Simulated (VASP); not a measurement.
MgS, 2 atoms in the cell. The structure is cubic, space group F-43m (No. 216). The conventional cell has a = 5.666 Å, b = 5.666 Å, c = 5.666 Å, α = 90.00°, β = 90.00°, γ = 90.00°. S (site symmetry -43m) has 4 Mg at 2.45 Å within 3.2 Å. Within 3.2 Å of Mg (site symmetry -43m) lie 4 S at 2.45 Å. 

- Program: VASP 6.6.1
- Task: relaxation of cell and atoms
- Functional: BLYP
- Potentials or basis: VASP PAW PBE potentials, release 64 (S, Mg)
- Cutoff: 600 eV
- k mesh: 8 × 8 × 8
- Occupations: fermi-dirac, width 0.05 eV
- Spin: no spin polarisation
- Dipole correction: no
- Further INCAR settings: ALGO = Normal; EDIFF = 1e-06; IBRION = 2; EDIFFG = -0.01; NSW = 80; ISIF = 3

Potentials or basis: VASP PAW PBE potentials, release 64 (S, Mg).

The run is started by

```sh
$ cat potpaw_PBE.64/S/POTCAR potpaw_PBE.64/Mg/POTCAR > POTCAR
$ mpirun -np 1 vasp_std > vasp.out
```

Hardware: 1 thread of Intel(R) Xeon(R) 6975P-C (Granite Rapids), with other jobs on the host.

Q: How long does it take, and how much memory?

A: Wall time 25 s on 1 thread of Intel(R) Xeon(R) 6975P-C (Granite Rapids) (shared host), peak memory 0.18 GiB. Counts: scf iterations 24, k points 29, ion steps 3.
